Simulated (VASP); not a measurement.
# Sc (Fm-3m) in VASP: a series of runs, part 2 of 2

VASP 6.6.1. The steps go on from the part before.

### 4 Single point, PBEsol

This run uses another cell than the first one, of 22.62 Å³/atom, 1.043 times its volume.

The input, INCAR:

```
  PREC = Accurate
  ENCUT = 520
  EDIFF = 1E-6
  ISMEAR = -5
  SIGMA = 0.05
  LREAL = F
  LASPH = T
  NELM = 100
  ALGO = Fast
  ISIF = 2
  LWAVE = F
  LCHARG = F
  GGA = PS
  NBANDS = 12
```

The input, KPOINTS:

```
Automatic mesh
0
Gamma
  10 10 10
```

The input, POSCAR:

```
Sc
1.0
    0.0000000000      2.2448317577      2.2448317577
    2.2448317577      0.0000000000      2.2448317577
    2.2448317577      2.2448317577      0.0000000000
Sc
1
Direct
    0.0000000000      0.0000000000      0.0000000000
```

Potentials or basis: VASP PAW PBE potentials, release 64 (Sc_sv).

Launch:

```
cat potpaw_PBE.64/Sc_sv/POTCAR > POTCAR
mpirun -np 1 vasp_std > vasp.out
```

OUTCAR:

```text
PREC = Accurate
   ENCUT = 520
   EDIFF = 1E-6
   ISMEAR = -5
   LREAL = F
   LASPH = T
   NELM = 100
   ISIF = 2
   GGA = PS

 ion  position               nearest neighbor table
   1  0.000  0.000  0.000-

  LATTYP: Found a face centered cubic cell.
 ALAT       =     4.4896635154

  Lattice vectors:

 A1 = (   0.0000000000,   2.2448317577,   2.2448317577)
 A2 = (   2.2448317577,   0.0000000000,   2.2448317577)
 A3 = (   2.2448317577,   2.2448317577,   0.0000000000)

Analysis of symmetry for initial positions (statically):
=====================================================================
 Subroutine PRICEL returns:
 Original cell was already a primitive cell.

 Routine SETGRP: Setting up the symmetry group for a
 face centered cubic supercell.

 Subroutine GETGRP returns: Found 48 space group operations
 (whereof 48 operations were pure point group operations)
 out of a pool of 48 trial point group operations.

The static configuration has the point symmetry O_h .

Analysis of symmetry for dynamics (positions and initial velocities):
[... 164 lines left out ...]
 fundamental gap:      0.0402721250
 Fermi energy:         4.1239828283

 k-point     1 :       0.0000    0.0000    0.0000
  band No.  band energies     occupation
      1     -44.8394      2.00000
      2     -23.2852      2.00000
      3     -23.2852      2.00000
      4     -23.2852      2.00000
      5      -1.2036      2.00000
      6       5.8469      0.00000
      7       5.8469      0.00000
      8       5.8469      0.00000
      9       7.3974      0.00000
     10       7.3974      0.00000
     11      17.1488      0.00000
     12      20.8619      0.00000
[... 331 lines left out ...]
 k-point    24 :       0.4000    0.3000    0.0000
  band No.  band energies     occupation
      1     -44.7461      2.00000
      2     -23.6927      2.00000
      3     -23.4473      2.00000
      4     -23.4301      2.00000
      5       2.1221      2.00000
      6       3.8508      2.10711
      7       5.4419      0.00000
      8       7.4323      0.00000
      9       8.0289      0.00000
     10       8.3526      0.00000
     11      14.6502      0.00000
     12      15.8938      0.00000

 [... further k-points ...]
[... 5 lines left out ...]
  --------------------------------------------------------------------------------------
  -------------------------------------------------------------------------------------
  Total        0.3335567      0.3335567      0.3335567     -0.0000000      0.0000000      0.0000000
  in kB       23.6210311     23.6210311     23.6210311     -0.0000000      0.0000000      0.0000000
  external PRESSURE =      23.6210311 kB  Pullay stress =       0.0000000 kB

 VOLUME and BASIS-vectors are now :
 -----------------------------------------------------------------------------
  energy-cutoff  :      520.00
  volume of cell :       22.62
      direct lattice vectors                 reciprocal lattice vectors
     0.000000000  2.244831758  2.244831758    -0.222733841  0.222733841  0.222733841
     2.244831758  0.000000000  2.244831758     0.222733841 -0.222733841  0.222733841
     2.244831758  2.244831758  0.000000000     0.222733841  0.222733841 -0.222733841

 POSITION                                       TOTAL-FORCE (eV/Angst)
 -----------------------------------------------------------------------------------
      0.00000      0.00000      0.00000         0.000000     -0.000000     -0.000000
 -----------------------------------------------------------------------------------
    total drift:                               -0.000000     -0.000000     -0.000000

  FREE ENERGIE OF THE ION-ELECTRON SYSTEM (eV)
  ---------------------------------------------------
  free  energy   TOTEN  =        -6.5497337417 eV

  energy  without entropy=       -6.5497337417  energy(sigma->0) =       -6.54973374
```

Run time: 10 s. Hardware: 1 thread of AMD EPYC 9R45 (Zen 5), shared host; peak memory 0.11 GiB.

What came out:

```
Free energy : -6.5497 eV
Pressure    : 2.4 GPa
```

Caveat: the PAW data sets were made with another functional, which shifts forces and pressure a little; tetrahedron occupations give inexact forces and stress in metals.

### 5 Single point, PBEsol

This run uses another cell than the first one, of 23.09 Å³/atom, 1.064 times its volume.

The input, INCAR:

```
PREC = Accurate
ENCUT = 520
EDIFF = 1E-7
ISMEAR = -5
SIGMA = 0.05
LREAL = F
LASPH = T
NELM = 100
ALGO = Normal
ISIF = 2
LWAVE = F
LCHARG = F
GGA = PS
NBANDS = 12
```

The input, KPOINTS:

```
regular mesh
0
Gamma
  10 10 10
```

The input, POSCAR:

```
Sc
1.0
    0.0000000000      2.2600000000      2.2600000000
    2.2600000000      0.0000000000      2.2600000000
    2.2600000000      2.2600000000      0.0000000000
Sc
1
Direct
    0.0000000000      0.0000000000      0.0000000000
```

Launch:

```
cat potpaw_PBE.64/Sc_sv/POTCAR > POTCAR
mpirun -np 1 vasp_std > vasp.out
```

Wall time 8.5 s (1 thread of AMD EPYC 9R45 (Zen 5), shared host); peak memory 0.11 GiB.

The run converged. Its results:

* Free energy: -6.5547 eV
* Pressure: 1.2 GPa

Levels at points of the mesh, in eV from the Fermi level:
| k point | band 2 | band 3 | band 4 | band 5 | band 6 | band 7 | band 8 | band 9 |
| --- | --- | --- | --- | --- | --- | --- | --- | --- |
| (0.00, 0.00, 0.00) | -27.48 | -27.48 | -27.48 | -5.29 | 1.70 | 1.70 | 1.70 | 3.21 |
| (0.50, 0.00, 0.00) | -27.98 | -27.54 | -27.54 | -1.83 | 0.39 | 1.57 | 1.57 | 4.19 |
| (0.50, 0.50, 0.00) | -27.95 | -27.65 | -27.65 | -1.64 | -0.70 | 2.18 | 4.19 | 4.45 |

Caveat: the PAW data sets were made with another functional, which shifts forces and pressure a little; tetrahedron occupations give inexact forces and stress in metals.

### 6 Single point, LDA

This run uses another cell than the first one, of 23.09 Å³/atom, 1.064 times its volume.

The input, INCAR:

```
PREC     = Accurate       # precision mode
ENCUT    = 520            # plane-wave cutoff, eV
EDIFF    = 1E-6           # SCF threshold, eV
ISMEAR   = 1              # smearing method
SIGMA    = 0.05           # smearing width, eV
LREAL    = False          # projectors in reciprocal space
LASPH    = True           # aspherical terms in the spheres
NELM     = 80             # most SCF steps
ALGO     = Normal         # electronic algorithm
ISIF     = 2              # what is computed and relaxed
LWAVE    = False          # write WAVECAR
LCHARG   = True           # write CHGCAR
LELF     = True           # ELF
LVHAR    = True         
NBANDS   = 12             # bands
```

The input, KPOINTS:

```
Automatic mesh
0
Gamma
  10 10 10
```

POSCAR is that of step 5.

Potentials or basis: VASP PAW LDA potentials, release 64 (Sc_sv).

Launch:

```
cat potpaw_LDA.64/Sc_sv/POTCAR > POTCAR
mpirun -np 1 vasp_std > vasp.out
```

OUTCAR:

```text
PREC = Accurate
   ENCUT = 520
   EDIFF = 1E-6
   ISMEAR = 1
   LREAL = False
   LASPH = True
   NELM = 80
   ISIF = 2

 ion  position               nearest neighbor table
   1  0.000  0.000  0.000-

  LATTYP: Found a face centered cubic cell.
 ALAT       =     4.5200000000

  Lattice vectors:

 A1 = (   0.0000000000,   2.2600000000,   2.2600000000)
 A2 = (   2.2600000000,   0.0000000000,   2.2600000000)
 A3 = (   2.2600000000,   2.2600000000,   0.0000000000)

Analysis of symmetry for initial positions (statically):
[... 537 lines left out ...]

 [... further k-points ...]

------------------------ aborting loop because EDIFF is reached ----------------------------------------

  FORCE on cell =-STRESS in cart. coord.  units (eV):
  Direction    XX          YY          ZZ          XY          YZ          ZX
  --------------------------------------------------------------------------------------
  -------------------------------------------------------------------------------------
  Total       -0.2206934     -0.2206934     -0.2206934     -0.0000000     -0.0000000      0.0000000
  in kB      -15.3159751    -15.3159751    -15.3159751     -0.0000000     -0.0000000      0.0000000
  external PRESSURE =     -15.3159751 kB  Pullay stress =       0.0000000 kB

 VOLUME and BASIS-vectors are now :
 -----------------------------------------------------------------------------
  energy-cutoff  :      520.00
  volume of cell :       23.09
      direct lattice vectors                 reciprocal lattice vectors
     0.000000000  2.260000000  2.260000000    -0.221238938  0.221238938  0.221238938
     2.260000000  0.000000000  2.260000000     0.221238938 -0.221238938  0.221238938
     2.260000000  2.260000000  0.000000000     0.221238938  0.221238938 -0.221238938

 POSITION                                       TOTAL-FORCE (eV/Angst)
 -----------------------------------------------------------------------------------
      0.00000      0.00000      0.00000        -0.000000     -0.000000      0.000000
 -----------------------------------------------------------------------------------
    total drift:                               -0.000000     -0.000000     -0.000000

  FREE ENERGIE OF THE ION-ELECTRON SYSTEM (eV)
  ---------------------------------------------------
  free  energy   TOTEN  =        -6.6775950963 eV

  energy  without entropy=       -6.6773951509  energy(sigma->0) =       -6.67752845
```

OSZICAR:

```text
N       E                     dE             d eps       ncg     rms          rms(c)
DAV:   1     0.712585685988E+02    0.71259E+02   -0.50867E+03  1136   0.938E+02
DAV:   2    -0.582546118403E+01   -0.77084E+02   -0.75372E+02  1144   0.288E+02
DAV:   3    -0.730902785694E+01   -0.14836E+01   -0.14582E+01  1596   0.564E+01
DAV:   4    -0.733006707000E+01   -0.21039E-01   -0.21032E-01  1512   0.476E+00
DAV:   5    -0.733029314512E+01   -0.22608E-03   -0.22607E-03  1476   0.387E-01    0.566E+00
DAV:   6    -0.675580191369E+01    0.57449E+00   -0.86993E-01  1704   0.140E+01    0.163E+00
DAV:   7    -0.668431600855E+01    0.71486E-01   -0.13176E-01  1780   0.512E+00    0.475E-01
DAV:   8    -0.667757372396E+01    0.67423E-02   -0.68899E-03  1236   0.101E+00    0.346E-02
DAV:   9    -0.667758474847E+01   -0.11025E-04   -0.10076E-04  1804   0.135E-01    0.157E-02
DAV:  10    -0.667759512834E+01   -0.10380E-04   -0.58547E-06  1332   0.177E-02    0.331E-03
DAV:  11    -0.667759509632E+01    0.32021E-07   -0.30749E-07   728   0.758E-03
   1 F= -.66775951E+01 E0= -.66775284E+01  d E =-.199945E-03
```

Run time: 7 s. Hardware: 1 thread of AMD EPYC 9R45 (Zen 5), shared host; peak memory 0.09 GiB.

What came out:

```
Free energy : -6.6776 eV
Pressure    : -1.5 GPa
```

Levels at points of the mesh, in eV from the Fermi level:
```
           k point  band 1  band 2  band 3  band 4  band 5  band 6  band 7  band 8  band 9  band 10
(0.00, 0.00, 0.00)  -48.65  -27.36  -27.36  -27.36   -5.23    1.63    1.63    1.63    3.13     3.13
(0.50, 0.00, 0.00)  -48.57  -27.87  -27.42  -27.42   -1.83    0.48    1.51    1.51    4.12     4.12
(0.50, 0.50, 0.00)  -48.54  -27.83  -27.54  -27.54   -1.65   -0.74    2.25    4.11    4.38     4.38
```

### 7 The runs side by side

| level | potentials or basis | cell | smearing | gap on the mesh (eV) | pressure (GPa) |
| --- | --- | --- | --- | --- | --- |
| PBEsol | VASP PAW PBE potentials, release 64 (Sc_sv) | a = 3.131 Å, angles 60.0°, 1 atom | tetrahedron | none | 5.1 |
| PBEsol | VASP PAW PBE potentials, release 64 (Sc_sv) | a = 3.153 Å, angles 60.0°, 1 atom | tetrahedron | none | 3.7 |
| PBEsol | VASP PAW PBE potentials, release 64 (Sc_sv) | a = 3.175 Å, angles 60.0°, 1 atom | tetrahedron | none | 2.4 |
| PBEsol | VASP PAW PBE potentials, release 64 (Sc_sv) | a = 3.196 Å, angles 60.0°, 1 atom | tetrahedron | none | 1.2 |
| LDA | VASP PAW LDA potentials, release 64 (Sc_sv) | a = 3.196 Å, angles 60.0°, 1 atom | methfessel-paxton 0.05 eV | none | -1.5 |

Alike in all rows: task single point; no spin polarisation; k mesh 10 × 10 × 10; cutoff (eV) 520.

Caveats: the PAW data sets were made with another functional, which shifts forces and pressure a little (some runs); tetrahedron occupations give inexact forces and stress in metals (some runs).

Total energies depend on the potentials used, so only differences within one code and one set of settings carry meaning.
